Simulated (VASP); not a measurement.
Input of a VASP 6.6.1 run:

File INCAR:

```
PREC = Accurate
ENCUT = 520
EDIFF = 1E-7
ISMEAR = 0
SIGMA = 0.1
LREAL = False
LASPH = True
NELM = 60
ALGO = Normal
ISIF = 2
LWAVE = False
LCHARG = False
GGA = PE
NBANDS = 18
```

The input KPOINTS:

```
regular mesh
0
Gamma
  15 15 8
```

The input POSCAR:

```
Sc
1.0
    3.2263095657      0.0000000000      0.0000000000
   -1.6131547828      2.7940660443      0.0000000000
    0.0000000000      0.0000000000      5.6107887600
Sc
2
Direct
    0.3333333333      0.6666666667      0.2500000000
    0.6666666667      0.3333333333      0.7500000000
```

Potentials or basis: VASP PAW PBE potentials, release 64 (Sc_sv).

Command:

```bash
$ cat potpaw_PBE.64/Sc_sv/POTCAR > POTCAR
$ mpirun -np 1 vasp_std > vasp.out
```

(1) What does it give for the pressure?

(2) What does it give for the band gap on the k mesh?

## Answers

(1) -0.9 GPa.

(2) zero (band 11 reaches 4.10 eV, above the bottom of band 12 at 3.21 eV).

Caveat: the cell differs from its parent crystal (strained).
